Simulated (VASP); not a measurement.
## Zn2SiN: relaxation of cell and atoms with PBE

The system is Zn2SiN.

```
Zn Si N
1.0
     3.81208    0.00000    0.00000
     0.00000    3.81208    0.00000
     0.00000    0.00000    3.94194
Zn Si N
2 1 1
Cartesian
  0.0000 1.9060 1.9710
  1.9060 0.0000 1.9710
  0.0000 0.0000 1.9710
  0.0000 0.0000 0.0000
```

The cell was built from a structure type or drawn by symmetry, and may not be a known phase.

```yaml
Program: VASP 6.6.1
Task: relaxation of cell and atoms
Functional: PBE
Potentials_or_basis: VASP PAW PBE potentials, release 64 (Zn, Si, N)
Cutoff: 600 eV
k_mesh: 4 × 4 × 4
Occupations: gaussian, width 0.1 eV
Spin: no spin polarisation
Dipole_correction: no
Further_INCAR_settings: ALGO = Normal; EDIFF = 1e-07; IBRION = 2; EDIFFG = -0.04; NSW = 90; ISIF = 3
```

```
Relaxed volume                        : 21.65 Å³/atom
Relaxed cell                          : a = 5.049 Å, b = 5.049 Å, c = 3.397 Å, α = 90.00°, β = 90.00°, γ = 90.00°
Space group after relaxing (to 0.1 Å) : P4/mmm (No. 123)
Energy gained by relaxing             : 1543.1 meV/atom
Ionic steps                           : 14
Pressure after relaxing               : -0.2 GPa
Band gap on the k mesh                : zero (an odd number of electrons rules out a gap without spin polarisation)
```

Step by step:
```csv
step,energy change (eV),largest force (eV/Å),pressure (GPa),volume (Å³)
1,0.0000,0.0000,54.24,57.28
2,-5.6445,0.0000,-7.62,102.44
3,-5.8024,0.0000,-2.66,84.22
4,-5.8422,0.0000,-5.96,91.77
5,-5.8582,0.0000,-4.86,88.77
6,-6.1516,0.0000,0.66,82.12
7,-6.1517,0.0000,0.78,82.01
8,-6.1586,0.0000,0.50,82.92
9,-6.1690,0.0000,-0.08,85.14
10,-6.1540,0.0000,-1.09,89.60
11,-6.1715,0.0000,-0.32,86.11
12,-6.1717,0.0000,-0.48,86.69
13,-6.1670,0.0000,0.53,86.40
14,-6.1725,0.0000,-0.22,86.61
```

Final structure:
```yaml
crystal:
  lattice:
    - [5.04895, 0.00000, 0.00000]
    - [0.00000, 5.04895, 0.00000]
    - [0.00000, 0.00000, 3.39747]
  atoms:
    - { symbol: Zn, position: [0.00000, 0.50000, 0.50000] }
    - { symbol: Zn, position: [0.50000, 0.00000, 0.50000] }
    - { symbol: Si, position: [0.00000, 0.00000, 0.50000] }
    - { symbol: N, position: [0.00000, 0.00000, 0.00000] }
```

Levels at points of the mesh, in eV from the Fermi level:
| k point | band 13 | band 14 | band 15 | band 16 | band 17 | band 18 | band 19 | band 20 |
| --- | --- | --- | --- | --- | --- | --- | --- | --- |
| (0.00, 0.00, 0.00) | -5.50 | -4.96 | -4.96 | -2.18 | 1.05 | 2.14 | 2.14 | 4.86 |
| (0.50, 0.00, 0.00) | -6.09 | -4.72 | -4.63 | -0.54 | -0.20 | 2.11 | 2.79 | 2.90 |
| (0.50, 0.50, 0.00) | -5.70 | -5.70 | -3.23 | -0.87 | -0.19 | -0.19 | 4.43 | 6.26 |
| (0.00, 0.00, 0.50) | -2.63 | -2.63 | -2.32 | -1.64 | -1.64 | -0.09 | 0.37 | 2.58 |
| (0.50, 0.00, 0.50) | -3.58 | -3.35 | -2.63 | -1.50 | -1.28 | 1.51 | 2.61 | 2.81 |
| (0.50, 0.50, 0.50) | -3.31 | -3.31 | -3.18 | -3.18 | 0.66 | 1.06 | 3.04 | 3.04 |

It took 3.5 min on 1 thread of Intel(R) Xeon(R) Platinum 8488C (Sapphire Rapids), on a shared host, peak memory 0.18 GiB.

Caveat: the k points lie up to 0.46 Å⁻¹ apart in the final cell, too coarse for converged energies and pressures of a metal; the volume moved by over 15 % at a fixed basis, so the end points are rough.
